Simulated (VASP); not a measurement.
Set up this calculation in VASP 6.6.1, as the native input.

- Task: relaxation of cell and atoms
- Functional: PBEsol
- Potentials or basis: VASP PAW PBE potentials, release 64 (Cd, Se)
- Cutoff: 600 eV
- k mesh: 6 × 6 × 6
- Occupations: gaussian, width 0.01 eV
- Spin: no spin polarisation
- Target pressure: -2 GPa
- Dipole correction: no
- Further INCAR settings: ALGO = Normal; EDIFF = 1e-06; IBRION = 2; EDIFFG = -0.002; NSW = 100; ISIF = 3

The structure of CdSe lies in POSCAR:

```
CdSe
1.0
    3.0413144136      3.0413144136      0.0000000000
   -3.0413144136      3.0413144136      0.0000000000
    0.0000000000      3.0413144136      3.0413144136
Cd Se
1 1
Direct
    0.0000000000      0.0000000000      0.0000000000
    0.7500000000      0.2500000000      0.5000000000
```

One way to write it, as run:

INCAR

```
  PREC = Accurate
  ENCUT = 600
  EDIFF = 1E-6
  ISMEAR = 0
  SIGMA = 0.01
  LREAL = False
  LASPH = True
  NELM = 100
  ALGO = Normal
  ISIF = 3
  LWAVE = False
  LCHARG = False
  GGA = PS
  IBRION = 2
  NSW = 100
  EDIFFG = -0.002
  PSTRESS = -20.0
```

KPOINTS

```
regular mesh
0
Gamma
  6 6 6
```

Potentials or basis: VASP PAW PBE potentials, release 64 (Cd, Se).

The run is started by

```bash
$ cat potpaw_PBE.64/Cd/POTCAR potpaw_PBE.64/Se/POTCAR > POTCAR
$ mpirun -np 1 vasp_std > vasp.out
```

It gave:

- Relaxed volume: 29.50 Å³/atom
- Relaxed cell: a = 4.370 Å, b = 4.370 Å, c = 4.370 Å, α = 60.00°, β = 60.00°, γ = 90.00°
- Space group after relaxing (to 0.05 Å): F-43m (No. 216)
- Energy change on relaxing (the enthalpy is what falls): +7.8 meV/atom
- Ionic steps: 5
- Pressure after relaxing: -2.0 GPa
- Band gap on the k mesh: 0.39 eV, direct

Caveat: the cell is relaxed towards a set pressure, so the enthalpy falls and the energy may rise; the PAW data sets were made with another functional, which shifts forces and pressure a little.

Run time: 49 s on 1 thread of Intel(R) Xeon(R) 6975P-C (Granite Rapids), with other jobs on the host, peak memory 0.21 GiB.
